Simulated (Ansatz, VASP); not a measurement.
# Hf in VASP and in Ansatz

File INCAR:

```
  PREC = Accurate
  ENCUT = 520
  EDIFF = 1E-6
  ISMEAR = -1
  SIGMA = 0.1
  LREAL = False
  LASPH = True
  NELM = 80
  ALGO = Normal
  ISIF = 2
  LWAVE = False
  LCHARG = True
  GGA = PE
  LELF = True
  LVHAR = True
  NBANDS = 11
```

Contents of KPOINTS:

```
Automatic mesh
0
Gamma
  16 16 16
```

Contents of POSCAR:

```
Hf
1.0
    0.0000000000      1.8923612212      1.8923612212
    1.8923612212      0.0000000000      1.8923612212
    1.8923612212      1.8923612212      0.0000000000
Hf
1
Direct
    0.0000000000      0.0000000000      0.0000000000
```

Input for Ansatz:

```yaml
crystal:
  lattice:
    - [0.0, 1.8923612212, 1.8923612212]
    - [1.8923612212, 0.0, 1.8923612212]
    - [1.8923612212, 1.8923612212, 0.0]
  atoms:
    - { symbol: Hf, position: [0.0, 0.0, 0.0] }
kpoints:
  mp_grid: { grid: [16, 16, 16] }
scf:
  occupations: { method: fermi_dirac, width: 0.1 }
hamiltonian:
  xc: pbe
  pseudopotentials: { kind: all_electron, lapw: { basis_error: 0.001 } }
output:
  forces: true
  stress: true
  eigenvalues: true
  populations: true
```

Change from the starting cell: volume scaled by 0.6, LAPW.

Alike in both runs: task single point; functional PBE; k mesh 16 × 16 × 16; occupations fermi-dirac, width 0.1 eV; no spin polarisation.

|  | VASP | Ansatz |
| --- | --- | --- |
| version | VASP 6.6.1 | Ansatz 0.2.0 |
| potentials or method | VASP PAW PBE potentials, release 64 (Hf_pv), cutoff 520 eV | all-electron LAPW, scalar-relativistic |

VASP gave:

* pressure (GPa): 122.0

Question: Estimate Ansatz's values.

Answer: Pressure (GPa): 124.0.

Both programs put the cell under a high pressure, so it lies far from rest at this level. Ansatz ran all-electron here, and VASP with PAW potentials.

Neither program's run includes spin-orbit coupling. Noted on VASP's run: the cell as given lies far from equilibrium.
